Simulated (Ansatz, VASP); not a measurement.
Zr: VASP beside Ansatz

INCAR

```
SYSTEM = Zr
PREC     = Accurate       ! precision mode
ENCUT    = 520            ! plane-wave cutoff, eV
EDIFF    = 1E-7           ! SCF threshold, eV
ISMEAR   = 0              ! smearing method
SIGMA    = 0.1            ! smearing width, eV
LREAL    = .False.        ! projectors in reciprocal space
LASPH    = .True.         ! aspherical terms in the spheres
NELM     = 100            ! most SCF steps
ALGO     = Fast           ! electronic algorithm
ISIF     = 2              ! what is computed and relaxed
LWAVE    = .False.        ! write WAVECAR
LCHARG   = .False.        ! write CHGCAR
GGA      = PE             ! functional
NBANDS   = 19             ! bands
```

File KPOINTS:

```
regular mesh
0
Gamma
  6 6 4
  0 0 0
```

The input POSCAR:

```
Zr
1.0
    3.2320000000      0.0000000000      0.0000000000
   -1.6160000000      2.7989941050      0.0000000000
    0.0000000000      0.0000000000      5.1470000000
Zr
2
Direct
    0.3333333333      0.6666666667      0.2500000000
    0.6666666667      0.3333333333      0.7500000000
```

Input for Ansatz:

```yaml
crystal:
  lattice:
    - [3.232, 0.0, 0.0]
    - [-1.616, 2.798994105, 0.0]
    - [0.0, 0.0, 5.147]
  atoms:
    - { symbol: Zr, position: [0.3333333333, 0.6666666667, 0.25] }
    - { symbol: Zr, position: [0.6666666667, 0.3333333333, 0.75] }
basis:
  ecutwfc: 420
kpoints:
  mp_grid: { grid: [6, 6, 4] }
hamiltonian:
  xc: pbe
scf:
  occupations: { method: gaussian, width: 0.1 }
output:
  forces: true
  stress: true
  eigenvalues: true
```

Alike in both runs: task single point; functional PBE; k mesh 6 × 6 × 4; occupations gaussian, width 0.1 eV; no spin polarisation.

```csv
,VASP,Ansatz
version,VASP 6.6.1,Ansatz 0.2.0
potentials or method,"VASP PAW PBE potentials, release 64 (Zr_sv), cutoff 520 eV","scalar-relativistic, plane waves, PAW"
valence electrons in the cell,24,24
```

```csv
,VASP,Ansatz,Ansatz less VASP
gap on the k mesh at the Fermi level (eV),none,none,-
pressure (GPa),0.3,0.2,-0.01
"traceless stress, the component that is largest in VASP (GPa)",0.54,0.54,-0.001
```

A gap of «none» marks a metal or a gap that the smearing closes.

The k mesh is coarse, so the values compare programs but aren't converged.
